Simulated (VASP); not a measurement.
HfC, 2 atoms in the cell. It takes space group Fm-3m (No. 225, cubic). Conventional cell: a = 4.594 Å, b = 4.594 Å, c = 4.594 Å, α = 90.00°, β = 90.00°, γ = 90.00°. Within 3.0 Å of Hf (site symmetry m-3m) lie 6 C at 2.30 Å. C (site symmetry m-3m) has 6 Hf at 2.30 Å within 3.0 Å. 

| Item | Value |
| --- | --- |
| Program | VASP 6.6.1 |
| Task | single point |
| Functional | r2SCAN |
| Potentials or basis | VASP PAW PBE potentials, release 64 (Hf_pv, C) |
| Cutoff | 520 eV |
| k mesh | 16 × 16 × 16 |
| Occupations | gaussian, width 0.1 eV |
| Spin | no spin polarisation |
| Dipole correction | no |
| Further INCAR settings | ALGO = Normal; EDIFF = 1e-06; NBANDS = 14 |

Potentials or basis: VASP PAW PBE potentials, release 64 (Hf_pv, C).

Launch:

```sh
$ cat potpaw_PBE.64/Hf_pv/POTCAR potpaw_PBE.64/C/POTCAR > POTCAR
$ cp INCAR.step1 INCAR
$ mpirun -np 1 vasp_std > vasp.out
$ cp INCAR.step2 INCAR
$ mpirun -np 1 vasp_std > vasp.out
```

Hardware: 1 thread of Intel(R) Xeon(R) 6975P-C (Granite Rapids) (shared host).

Question: Estimate the wall time of this run.

Answer: Run time: 49 s on 1 thread of Intel(R) Xeon(R) 6975P-C (Granite Rapids) (shared host), peak memory 0.18 GiB. Counts: k points 145.
